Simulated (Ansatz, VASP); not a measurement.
## SiC in VASP and in Ansatz

The input POSCAR:

```
SiC
1.0
   -3.0759982064      0.0000000000      0.0000000000
   -1.5379991032     -2.6638925888      0.0000000000
    0.0000000000      0.0000000000     13.0960000000
Si C
4 4
Direct
    0.3333333333      0.3333333333      0.5039905315
    0.3333333333      0.3333333333      0.1185293219
    0.6666666667      0.6666666667      0.6967211362
    0.6666666667      0.6666666667      0.3112599267
    0.3333333333      0.3333333333      0.6523930971
    0.3333333333      0.3333333333      0.2669318876
    0.6666666667      0.6666666667      0.0742012828
    0.6666666667      0.6666666667      0.4596624924
```

Contents of INCAR.step1:

```
SYSTEM = SiC
PREC = Accurate
ENCUT = 520
ISMEAR = 0
SIGMA = 0.05
LREAL = .False.
LASPH = .True.
NELM = 80
NBANDS = 26
GGA = PE
ALGO = Normal
EDIFF = 1E-4
LWAVE = .True.
LCHARG = .False.
```

The input INCAR.step2:

```
SYSTEM = SiC
PREC = Accurate
ENCUT = 520
EDIFF = 1E-6
ISMEAR = 0
SIGMA = 0.05
LREAL = .False.
LASPH = .True.
NELM = 80
ALGO = Normal
ISIF = 2
LWAVE = .False.
LCHARG = .False.
METAGGA = R2SCAN
LMIXTAU = .True.
NBANDS = 26
ISTART = 1
```

File KPOINTS:

```
Automatic mesh
0
Gamma
  8 8 3
  0 0 0
```

Input for Ansatz:

```yaml
crystal:
  lattice:
    - [-3.0759982064, 0.0, 0.0]
    - [-1.5379991032, -2.6638925888, 0.0]
    - [0.0, 0.0, 13.096]
  atoms:
    - { symbol: Si, position: [0.3333333333, 0.3333333333, 0.5039905315] }
    - { symbol: Si, position: [0.3333333333, 0.3333333333, 0.1185293219] }
    - { symbol: Si, position: [0.6666666667, 0.6666666667, 0.6967211362] }
    - { symbol: Si, position: [0.6666666667, 0.6666666667, 0.3112599267] }
    - { symbol: C, position: [0.3333333333, 0.3333333333, 0.6523930971] }
    - { symbol: C, position: [0.3333333333, 0.3333333333, 0.2669318876] }
    - { symbol: C, position: [0.6666666667, 0.6666666667, 0.0742012828] }
    - { symbol: C, position: [0.6666666667, 0.6666666667, 0.4596624924] }
basis:
  ecutwfc: 500
kpoints:
  mp_grid: { grid: [8, 8, 3] }
hamiltonian:
  xc: r2scan
scf:
  occupations: { method: gaussian, width: 0.05 }
output:
  forces: true
  stress: true
  eigenvalues: true
```

Alike in both runs: task single point; functional r2SCAN; k mesh 8 × 8 × 3; occupations gaussian, width 0.05 eV; no spin polarisation.

```csv
,VASP,Ansatz
version,VASP 6.6.1,Ansatz 0.2.0
potentials or method,"VASP PAW PBE potentials, release 64 (Si, C), cutoff 520 eV","scalar-relativistic, plane waves, PAW"
valence electrons in the cell,32,32
```

|  | VASP | Ansatz | Ansatz less VASP |
| --- | --- | --- | --- |
| gap on the k mesh at the Fermi level (eV) | none | none | - |
| pressure (GPa) | -0.3 | -0.2 | +0.12 |
| traceless stress, the component that is largest in VASP (GPa) | -2.48 | -2.43 | +0.056 |
| rms of the force components (eV/Å) | 0.680 | 0.679 | -0.0011 |

VASP's potentials were made for PBE, not for r2SCAN. Atom by atom the forces differ by 0.006 eV/Å (rms over components). A gap of «none» marks a metal or a gap that the smearing closes. The functional is the same, so the differences come from potentials, cutoffs and numerics.
